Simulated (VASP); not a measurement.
# NbSi2 (I4/mmm) in VASP: single point with PBEsol

Aim: the single point of NbSi2 with PBEsol.

All numbers are computed with VASP 6.6.1; they aren't measurements. Logs are shortened: lines on timing, memory, paths and dates and some standing lists are left out, and cuts for length are marked.

## Step 1: The cell of the first run

The structure is tetragonal, space group I4/mmm (No. 139). The conventional cell has a = 3.280 Å, b = 3.280 Å, c = 8.814 Å, α = 90.00°, β = 90.00°, γ = 90.00°. Within 3.6 Å of Nb (site symmetry 4/mmm) lie 10 Si at 2.75 to 2.93 Å and 4 Nb at 3.28 Å. Si (site symmetry 4mm) has 9 Si at 2.74 to 3.28 Å and 5 Nb at 2.75 to 2.93 Å within 3.6 Å.

## Step 2: Single point, PBEsol

The input, POSCAR:

```
NbSi2
1.0
    0.0000000000      3.2804160000      0.0000000000
    3.2804160000      0.0000000000      0.0000000000
    1.6402080000      1.6402080000     -4.4068240000
Nb Si
1 2
Direct
    0.0000000000      0.0000000000      0.0000000000
    0.3330000000      0.3330000000      0.3340000000
    0.6670000000      0.6670000000      0.6660000000
```

The input, INCAR.step1:

```
PREC = Accurate
ENCUT = 520
EDIFF = 1E-7
ISMEAR = -1
SIGMA = 0.1
LREAL = F
LASPH = T
NELM = 80
ALGO = Normal
ISIF = 2
LWAVE = F
LCHARG = T
LMAXMIX = 4
GGA = PS
NBANDS = 18
```

The input, KPOINTS.step1:

```
regular mesh
0
Gamma
  11 11 11
```

The input, INCAR.step2:

```
PREC = Accurate
ENCUT = 520
EDIFF = 1E-7
ISMEAR = -5
SIGMA = 0.1
LREAL = F
LASPH = T
NELM = 80
ALGO = Normal
ISIF = 2
LWAVE = F
LCHARG = F
LMAXMIX = 4
GGA = PS
LORBIT = 10
NBANDS = 18
NEDOS = 1001
ICHARG = 11
```

The input, KPOINTS.step2:

```
regular mesh
0
Gamma
  17 17 17
```

Potentials or basis: VASP PAW PBE potentials, release 64 (Nb_sv, Si).

On the command line:

```bash
$ cat potpaw_PBE.64/Nb_sv/POTCAR potpaw_PBE.64/Si/POTCAR > POTCAR
$ cp INCAR.step1 INCAR
$ cp KPOINTS.step1 KPOINTS
$ mpirun -np 1 vasp_std > vasp.out
$ cp INCAR.step2 INCAR
$ cp KPOINTS.step2 KPOINTS
$ mpirun -np 1 vasp_std > vasp.out
```

OUTCAR:

```text
PREC = Accurate
   ENCUT = 520
   EDIFF = 1E-7
   ISMEAR = -5
   LREAL = F
   LASPH = T
   NELM = 80
   ISIF = 2
   GGA = PS
   LORBIT = 10
   ICHARG = 11

 ion  position               nearest neighbor table
   1  0.000  0.000  0.000-   3 2.75   2 2.75   3 2.75   2 2.75   3 2.75   2 2.75   2 2.75   3 2.75
                             2 2.93   3 2.93
   2  0.333  0.333  0.334-   3 2.74   3 2.74   3 2.74   3 2.74   1 2.75   1 2.75   1 2.75   1 2.75
                             1 2.93   3 2.94
   3  0.667  0.667  0.666-   2 2.74   2 2.74   2 2.74   2 2.74   1 2.75   1 2.75   1 2.75   1 2.75
                             1 2.93   2 2.94

  LATTYP: Found a body centered tetragonal cell.
 ALAT       =     3.2804160000
 C/A-ratio  =     2.6867470467

  Lattice vectors:

 A1 = (  -1.6402080000,   1.6402080000,   4.4068240000)
 A2 = (   1.6402080000,  -1.6402080000,   4.4068240000)
 A3 = (   1.6402080000,   1.6402080000,  -4.4068240000)

Analysis of symmetry for initial positions (statically):
=====================================================================
 Subroutine PRICEL returns:
 Original cell was already a primitive cell.

 Routine SETGRP: Setting up the symmetry group for a
 body centered tetragonal supercell.

 Subroutine GETGRP returns: Found 16 space group operations
 (whereof 16 operations were pure point group operations)
 out of a pool of 16 trial point group operations.

The static configuration has the point symmetry D_4h.

Analysis of symmetry for dynamics (positions and initial velocities):
=====================================================================
 Subroutine PRICEL returns:
 Original cell was already a primitive cell.

 Routine SETGRP: Setting up the symmetry group for a
 body centered tetragonal supercell.

 Subroutine GETGRP returns: Found 16 space group operations
 (whereof 16 operations were pure point group operations)
 out of a pool of 16 trial point group operations.

The dynamic configuration has the point symmetry D_4h.

 Subroutine INISYM returns: Found 16 space group operations
 (whereof 16 operations are pure point group operations),
 and found     1 'primitive' translations

----------------------------------------------------------------------------------------

                                     Primitive cell

  volume of cell :      47.4224

  direct lattice vectors                    reciprocal lattice vectors
     0.000000000  3.280416000  0.000000000     0.000000000  0.304839386  0.113460397
     3.280416000  0.000000000  0.000000000     0.304839386  0.000000000  0.113460397
     1.640208000  1.640208000 -4.406824000     0.000000000  0.000000000 -0.226920794

  length of vectors
     3.280416000  3.280416000  4.980026339     0.325269601  0.325269601  0.226920794

  position of ions in fractional coordinates (direct lattice)
     0.000000000  0.000000000  0.000000000
     0.333000000  0.333000000  0.334000000
     0.667000000  0.667000000  0.666000000

  ion indices of the primitive-cell ions
   primitive index   ion index
                 1           1
                 2           2
                 3           3

----------------------------------------------------------------------------------------

 KPOINTS: regular mesh

Automatic generation of k-mesh.
 Grid dimensions read from file:
 generate k-points for:   17   17   17

 Generating k-lattice:

  Cartesian coordinates                     Fractional coordinates (reciprocal lattice)
     0.000000000  0.017931729  0.006674141     0.058823529  0.000000000 -0.000000000
     0.017931729  0.000000000  0.006674141     0.000000000  0.058823529 -0.000000000
     0.000000000  0.000000000 -0.013348282     0.000000000  0.000000000  0.058823529

  Length of vectors
     0.019133506  0.019133506  0.013348282

  Shift w.r.t. Gamma in fractional coordinates (k-lattice)
     0.000000000  0.000000000  0.000000000

 TETIRR: Found  14207 inequivalent tetrahedra from    29478

 Subroutine IBZKPT returns following result:
 ===========================================

 Found    405 irreducible k-points:

 Following reciprocal coordinates:
            Coordinates               Weight
  0.000000  0.000000  0.000000      1.000000
  0.058824  0.000000 -0.000000      8.000000
  0.117647  0.000000 -0.000000      8.000000
  0.176471  0.000000 -0.000000      8.000000
  0.235294  0.000000 -0.000000      8.000000
  0.294118  0.000000 -0.000000      8.000000
[... 16 lines left out ...]
 -0.176471  0.058824  0.000000     16.000000
 -0.117647  0.058824  0.000000     16.000000
 [... further k-points ...]
   k-points           NKPTS =    405   k-points in BZ     NKDIM =    405   number of bands    NBANDS=     18
   number of dos      NEDOS =   1001   number of ions     NIONS =      3
   total plane-waves  NPLWV =  23040
   dimension x,y,z NGX =    24 NGY =   24 NGZ =   40
   dimension x,y,z NGXF=    48 NGYF=   48 NGZF=   80
   ions per type =               1   2
   NGX,Y,Z   is equivalent  to a cutoff of  12.16, 12.16, 13.35 a.u.
   NGXF,Y,Z  is equivalent  to a cutoff of  24.33, 24.33, 26.71 a.u.
 SYSTEM =  unknown system
   PREC   = accura    normal or accurate (medium, high low for compatibility)
   ISTART =      0    job   : 0-new  1-cont  2-samecut
   ICHARG =     11    charge: 1-file 2-atom 10-const
   ISPIN  =      1    spin polarized calculation?
   LNONCOLLINEAR =      F non collinear calculations
   LSORBIT =      F    spin-orbit coupling
   LASPH  =      T    aspherical Exc in radial PAW
   ENCUT  =  520.0 eV  38.22 Ry    6.18 a.u.   6.10  6.10  9.26*2*pi/ulx,y,z
   NELM   =     80;   NELMIN=  2; NELMDL=  0     # of ELM steps
   EDIFF  = 0.1E-06   stopping-criterion for ELM
   LREAL  =      F    real-space projection
   EDIFFG = 0.1E-05   stopping-criterion for IOM
   NSW    =      0    number of steps for IOM
   IBRION =     -1    ionic relax: 0-MD 1-quasi-New 2-CG
   NFREE  =      0    steps in history (QN), initial steepest desc. (CG)
   ISIF   =      2    stress and relaxation
   ISYM   =      2    0-nonsym 1-usesym 2-fastsym
   POTIM  = 0.5000    time-step for ionic-motion
   TEBEG  =    0.0;   TEEND  =   0.0 temperature during run
   PSTRESS=    0.0 pullay stress
   NELECT =      21.0000    total number of electrons
   NUPDOWN=      -1.0000    fix difference up-down
   EMIN   =  10.00;   EMAX   =-10.00  energy-range for DOS
   EFERMI =   0.00;   METHOD = LEGACY
   ISMEAR =    -5;   SIGMA  =   0.10  broadening in eV -4-tet -1-fermi 0-gaus
   EFERMI_NEDOS =   21; number of points for ismear=-14 and -15
   IALGO  =     38    algorithm
   IMIX   =      4    mixing-type and parameters
     AMIX     =   0.40;   BMIX     =  1.00
     AMIX_MAG =   1.60;   BMIX_MAG =  1.00
  volume/ion in A,a.u.               =      15.81       106.67
  Fermi-wavevector in a.u.,A,eV,Ry     =   1.247824  2.358046 21.185160  1.557065
  Thomas-Fermi vector in A             =   2.381939
   LORBIT       =     10    0 simple, 1 ext, 2 COOP (PROOUT), +10 PAW based schemes
   GGA     = PS    functional components
   LHFCALC =     F    Hartree Fock is set to
   AEXX    =    0.0000 exact exchange contribution
   IVDW    =     0    specifies the selected vdW correction
   LEPSILON=     F    determine dielectric tensor
   LRPA    =     F    only Hartree local field effects (RPA)
 non-spin polarized calculation
 Fermi weights with tetrahedron method with Bloechl corrections
  energy-cutoff  :      520.00
  volume of cell :       47.42
 maximum number of plane-waves:      1309

 number of electron      20.9999998 magnetization

 Free energy of the ion-electron system (eV)
  ---------------------------------------------------
  ext. energy  EPLUGINS =         0.00000000
  ---------------------------------------------------
  free energy    TOTEN  =       -23.82713846 eV

  energy without entropy =      -23.82713846  energy(sigma->0) =      -23.82713846

 E-fermi :   9.8852     XC(G=0): -11.7329

 val. band max:        9.9378548733   @ k =  -0.1176  -0.1176   0.3529
 cond. band min:       9.8706316789   @ k =  -0.1765  -0.2941   0.1765
 fundamental gap:     -0.0672231944
 Fermi energy:         9.8851867977

 k-point     1 :       0.0000    0.0000    0.0000
  band No.  band energies     occupation
      1     -44.4758      2.00000
      2     -20.6800      2.00000
      3     -20.4265      2.00000
      4     -20.4265      2.00000
      5      -1.8625      2.00000
      6       4.9005      2.00000
[... 10 lines left out ...]
     17      15.1191      0.00000
     18      15.1191      0.00000

 k-point     2 :       0.0588    0.0000   -0.0000
  band No.  band energies     occupation
      1     -44.4751      2.00000
      2     -20.6789      2.00000
      3     -20.4367      2.00000
      4     -20.4255      2.00000
      5      -1.8050      2.00000
      6       4.8484      2.00000
[... 10 lines left out ...]
     17      15.2010      0.00000
     18      15.5392      0.00000

 k-point     3 :       0.1176    0.0000   -0.0000
  band No.  band energies     occupation
      1     -44.4730      2.00000
      2     -20.6760      2.00000
      3     -20.4659      2.00000
      4     -20.4228      2.00000
      5      -1.6339      2.00000
      6       4.7128      2.00000
[... 10 lines left out ...]
     17      15.5946      0.00000
     18      16.4534      0.00000

 k-point     4 :       0.1765    0.0000   -0.0000
  band No.  band energies     occupation
      1     -44.4698      2.00000
      2     -20.6715      2.00000
      3     -20.5100      2.00000
      4     -20.4186      2.00000
      5      -1.3538      2.00000
      6       4.5135      2.00000
[... 375 lines left out ...]
      4     -20.4235      2.00000
      5      -0.9673      2.00000
      6       4.4646      2.00000
[... 10 lines left out ...]
     17      16.5999      0.00000
     18      18.7971      0.00000

 k-point    23 :      -0.1765    0.0588    0.0000
  band No.  band energies     occupation
      1     -44.4691      2.00000
      2     -20.6698      2.00000
      3     -20.5089      2.00000
      4     -20.4286      2.00000
      5      -1.3376      2.00000
      6       4.8062      2.00000
[... 10 lines left out ...]
     17      15.9924      0.00000
     18      17.6166      0.00000

 k-point    24 :      -0.1176    0.0588    0.0000
  band No.  band energies     occupation
      1     -44.4723      2.00000
      2     -20.6745      2.00000
      3     -20.4649      2.00000
      4     -20.4328      2.00000
      5      -1.6044      2.00000
      6       5.0014      2.00000
[... 10 lines left out ...]
     17      15.5904      0.00000
     18      16.4443      0.00000

 [... further k-points ...]
[... 5 lines left out ...]
  --------------------------------------------------------------------------------------
  -------------------------------------------------------------------------------------
  Total       -2.5603198     -2.5603198     -6.9782294      0.0000000     -0.0000000      0.0000000
  in kB      -86.5010236    -86.5010236   -235.7611670      0.0000000     -0.0000000      0.0000000
  external PRESSURE =    -136.2544047 kB  Pullay stress =       0.0000000 kB

 VOLUME and BASIS-vectors are now :
 -----------------------------------------------------------------------------
  energy-cutoff  :      520.00
  volume of cell :       47.42
      direct lattice vectors                 reciprocal lattice vectors
     0.000000000  3.280416000  0.000000000     0.000000000  0.304839386  0.113460397
     3.280416000  0.000000000  0.000000000     0.304839386  0.000000000  0.113460397
     1.640208000  1.640208000 -4.406824000     0.000000000  0.000000000 -0.226920794

 POSITION                                       TOTAL-FORCE (eV/Angst)
 -----------------------------------------------------------------------------------
      0.00000      0.00000      0.00000         0.000000      0.000000      0.000000
      1.64021      1.64021     -1.47188        -0.000000     -0.000000     -0.090362
      3.28042      3.28042     -2.93494         0.000000      0.000000      0.090362
 -----------------------------------------------------------------------------------
    total drift:                               -0.000000      0.000000     -0.000000

  FREE ENERGIE OF THE ION-ELECTRON SYSTEM (eV)
  ---------------------------------------------------
  free  energy   TOTEN  =       -23.8271384603 eV

  energy  without entropy=      -23.8271384603  energy(sigma->0) =      -23.82713846

 total charge

# of ion       s       p       d       tot
------------------------------------------
    1        2.154   6.015   2.467  10.636
    2        0.768   0.801   0.000   1.570
    3        0.768   0.801   0.000   1.570
--------------------------------------------------
tot          3.690   7.618   2.467  13.775
```

Run time: 91 s. Hardware: 1 thread of Intel Xeon 6975P-C (Granite Rapids), shared host; peak memory 0.44 GiB.

What came out:

```
Valence electrons inside the program's atomic spheres : Nb 10.64; Si 1.57
```

Levels at points of the mesh, in eV from the Fermi level:
| k point | band 8 | band 9 | band 10 | band 11 | band 12 | band 13 |
| --- | --- | --- | --- | --- | --- | --- |
| (0.00, 0.00, 0.00) | -1.60 | -1.10 | -1.10 | 2.19 | 3.40 | 4.08 |

Caveat: the PAW data sets were made with another functional, which shifts forces and pressure a little; tetrahedron occupations give inexact forces and stress in metals.
